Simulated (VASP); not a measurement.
# Lu (P6/mmm) in VASP: further runs, part 2 of 2

VASP 6.6.1. The steps go on from the part before.

## (3) Single point, PBE

Contents of INCAR:

```
ALGO = Normal
EDIFF = 1E-7
ENCUT = 520
GGA = PE
ISIF = 2
ISMEAR = -1
LASPH = True
LCHARG = False
LREAL = False
LWAVE = False
NBANDS = 18
NELM = 60
PREC = Accurate
SIGMA = 0.05
```

Contents of KPOINTS:

```
k-points
0
Gamma
  17 17 15
```

Contents of POSCAR:

```
Lu
1.0
    2.6060602237      0.0000000000      0.0000000000
   -1.3030301119      2.2569143575      0.0000000000
    0.0000000000      0.0000000000      2.4921137480
Lu
1
Direct
    0.0000000000      0.0000000000      0.0000000000
```

Potentials or basis: VASP PAW PBE potentials, release 64 (Lu).

On the command line:

```console
$ cat potpaw_PBE.64/Lu/POTCAR > POTCAR
$ mpirun -np 1 vasp_std > vasp.out
```

OUTCAR:

```text
EDIFF = 1E-7
   ENCUT = 520
   GGA = PE
   ISIF = 2
   ISMEAR = -1
   LASPH = True
   LREAL = False
   NELM = 60
   PREC = Accurate

 ion  position               nearest neighbor table
   1  0.000  0.000  0.000-

  LATTYP: Found a hexagonal cell.
 ALAT       =     2.6060602237
 C/A-ratio  =     0.9562763459

  Lattice vectors:

 A1 = (   2.6060602237,   0.0000000000,   0.0000000000)
 A2 = (  -1.3030301119,   2.2569143575,   0.0000000000)
 A3 = (   0.0000000000,   0.0000000000,   2.4921137480)

Analysis of symmetry for initial positions (statically):
=====================================================================
 Subroutine PRICEL returns:
 Original cell was already a primitive cell.

 Routine SETGRP: Setting up the symmetry group for a
 hexagonal supercell.

 Subroutine GETGRP returns: Found 24 space group operations
 (whereof 24 operations were pure point group operations)
 out of a pool of 24 trial point group operations.

The static configuration has the point symmetry D_6h.

Analysis of symmetry for dynamics (positions and initial velocities):
=====================================================================
 Subroutine PRICEL returns:
 Original cell was already a primitive cell.

 Routine SETGRP: Setting up the symmetry group for a
 hexagonal supercell.

 Subroutine GETGRP returns: Found 24 space group operations
 (whereof 24 operations were pure point group operations)
 out of a pool of 24 trial point group operations.

The dynamic configuration has the point symmetry D_6h.

 Subroutine INISYM returns: Found 24 space group operations
 (whereof 24 operations are pure point group operations),
 and found     1 'primitive' translations

----------------------------------------------------------------------------------------
[... 104 lines left out ...]
   EMIN   =  10.00;   EMAX   =-10.00  energy-range for DOS
   EFERMI =   0.00;   METHOD = LEGACY
   ISMEAR =    -1;   SIGMA  =   0.05  broadening in eV -4-tet -1-fermi 0-gaus
   EFERMI_NEDOS =   21; number of points for ismear=-14 and -15
   IALGO  =     38    algorithm
   IMIX   =      4    mixing-type and parameters
     AMIX     =   0.40;   BMIX     =  1.00
     AMIX_MAG =   1.60;   BMIX_MAG =  1.00
  volume/ion in A,a.u.               =      14.66        98.92
  Fermi-wavevector in a.u.,A,eV,Ry     =   1.955986  3.696277 52.054265  3.825881
  Thomas-Fermi vector in A             =   2.982200
   LORBIT       =      0    0 simple, 1 ext, 2 COOP (PROOUT), +10 PAW based schemes
   GGA     = PE    functional components
   LHFCALC =     F    Hartree Fock is set to
   AEXX    =    0.0000 exact exchange contribution
   IVDW    =     0    specifies the selected vdW correction
   LEPSILON=     F    determine dielectric tensor
   LRPA    =     F    only Hartree local field effects (RPA)
 non-spin polarized calculation
  energy-cutoff  :      520.00
  volume of cell :       14.66
 maximum number of plane-waves:       407
 NGX is ok and might be reduce to    20
   NGX =  9   NGY =  9   NGZ =  9

 number of electron      24.9999986 magnetization

 Free energy of the ion-electron system (eV)
  ---------------------------------------------------
  ext. energy  EPLUGINS =         0.00000000
  ---------------------------------------------------
  free energy    TOTEN  =        -1.22157965 eV

  energy without entropy =       -1.21231447  energy(sigma->0) =       -1.21694706

 E-fermi :   5.2628     XC(G=0): -14.5481

 val. band max:        5.2497473170   @ k =   0.2353   0.0588   0.3333
 cond. band min:       5.2706075889   @ k =   0.1765   0.0000   0.4667
 fundamental gap:      0.0208602720
 Fermi energy:         5.2628432903

 k-point     1 :       0.0000    0.0000    0.0000
  band No.  band energies     occupation
      1     -50.9096      2.00000
      2     -19.6501      2.00000
      3     -19.4643      2.00000
      4     -19.4643      2.00000
      5      -1.3978      2.00000
      6       0.0780      2.00000
[... 481 lines left out ...]
      5       0.2524      2.00000
      6       0.3220      2.00000
[... 10 lines left out ...]
     17      16.1874      0.00000
     18      23.0137      0.00000

 [... further k-points ...]

------------------------ aborting loop because EDIFF is reached ----------------------------------------

  FORCE on cell =-STRESS in cart. coord.  units (eV):
  Direction    XX          YY          ZZ          XY          YZ          ZX
  --------------------------------------------------------------------------------------
  -------------------------------------------------------------------------------------
  Total        9.3809833      9.3809833      9.4097265     -0.0000000     -0.0000000     -0.0000000
  in kB     1025.3958508   1025.3958508   1028.5376491     -0.0000000     -0.0000000     -0.0000000
  external PRESSURE =    1026.4431169 kB  Pullay stress =       0.0000000 kB

 VOLUME and BASIS-vectors are now :
 -----------------------------------------------------------------------------
  energy-cutoff  :      520.00
  volume of cell :       14.66
      direct lattice vectors                 reciprocal lattice vectors
     2.606060224  0.000000000  0.000000000     0.383720987  0.221541415  0.000000000
    -1.303030112  2.256914357  0.000000000     0.000000000  0.443082830  0.000000000
     0.000000000  0.000000000  2.492113748     0.000000000  0.000000000  0.401265793

 POSITION                                       TOTAL-FORCE (eV/Angst)
 -----------------------------------------------------------------------------------
      0.00000      0.00000      0.00000        -0.000000      0.000000      0.000000
 -----------------------------------------------------------------------------------
    total drift:                               -0.000000      0.000000     -0.000000

  FREE ENERGIE OF THE ION-ELECTRON SYSTEM (eV)
  ---------------------------------------------------
  free  energy   TOTEN  =        -1.2215796505 eV

  energy  without entropy=       -1.2123144686  energy(sigma->0) =       -1.21694706
```

OSZICAR:

```text
N       E                     dE             d eps       ncg     rms          rms(c)
DAV:   1     0.711861842199E+02    0.71186E+02   -0.97147E+03 11740   0.464E+03
DAV:   2     0.330454184333E+01   -0.67882E+02   -0.65771E+02  9684   0.350E+02
DAV:   3    -0.137353521385E+01   -0.46781E+01   -0.46273E+01  9976   0.720E+01
DAV:   4    -0.151054727597E+01   -0.13701E+00   -0.13661E+00 11492   0.108E+01
DAV:   5    -0.151514128438E+01   -0.45940E-02   -0.45920E-02 11064   0.177E+00    0.651E+00
DAV:   6    -0.119367249468E+01    0.32147E+00   -0.18782E+00 14866   0.496E+01    0.348E+00
DAV:   7    -0.119630996358E+01   -0.26375E-02   -0.11471E-01 14328   0.720E+00    0.172E+00
DAV:   8    -0.121589024725E+01   -0.19580E-01   -0.42008E-02 15238   0.130E+00    0.679E-01
DAV:   9    -0.122173472941E+01   -0.58445E-02   -0.12273E-02 13322   0.158E+00    0.168E-01
DAV:  10    -0.122159222275E+01    0.14251E-03   -0.19236E-03 13514   0.116E+00    0.292E-02
DAV:  11    -0.122157975168E+01    0.12471E-04   -0.15144E-04 14848   0.256E-01    0.148E-02
DAV:  12    -0.122157969063E+01    0.61051E-07   -0.13617E-05 13136   0.642E-02    0.397E-03
DAV:  13    -0.122157965054E+01    0.40091E-07   -0.74941E-07 10510   0.874E-03
   1 F= -.12215797E+01 E0= -.12169471E+01  d E =-.926518E-02
```

stdout:

```text
POSCAR found type information on POSCAR Lu
 POSCAR found :  1 types and       1 ions
 scaLAPACK will be used
 LDA part: xc-table for (Slater+PW92), standard interpolation
 POSCAR, INCAR and KPOINTS ok, starting setup
 FFT: planning ... GRIDC
 FFT: planning ... GRID_SOFT
 FFT: planning ... GRID
 WAVECAR not read
 entering main loop
```

Wall time 44 s (1 thread of AMD EPYC 9R45 (Zen 5), shared host); peak memory 0.16 GiB.

Results:

- Free energy: -1.2216 eV
- Pressure: 102.6 GPa
- Band gap on the k mesh: zero (an odd number of electrons rules out a gap without spin polarisation)

Levels at points of the mesh, in eV from the Fermi level:
```csv
k point,band 11,band 12,band 13,band 14,band 15,band 16
"(0.00, 0.00, 0.00)",-4.63,-4.39,-2.01,2.93,2.93,12.93
```

Caveat: the cell stands under pressure; spin-orbit coupling is left out, which moves the levels of the heavy elements.
